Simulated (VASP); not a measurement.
Runs of VASP 6.6.1 on Al2Cu. The structure is that of space group P4/mmm (No. 123), or close to it. The cells are those of the table. 

| cell | gap on the mesh (eV) | pressure (GPa) |
| --- | --- | --- |
| a = 4.137, b = 4.137, c = 2.596 Å, 3 atoms | none | 6.4 |
| a = 4.042, b = 4.042, c = 2.746 Å, 3 atoms | none | (b) |
| a = 4.231, b = 4.231, c = 3.047 Å, 3 atoms | none | (a) |
| a = 4.137, b = 4.137, c = 2.821 Å, 3 atoms | none | -4.1 |
| a = 3.759, b = 3.759, c = 3.047 Å, 3 atoms | none | 10.2 |

Alike in all rows: task single point; level LDA; potentials or basis VASP PAW LDA potentials, release 64 (Al, Cu); no spin polarisation; k mesh 10 × 10 × 14; cutoff (eV) 520; smearing gaussian 0.15 eV.

**Question.** Estimate the missing entries.

**Answer.** (a) -11.4; (b) 3.5.

A gap of «none» marks levels without a gap at the run's occupations.
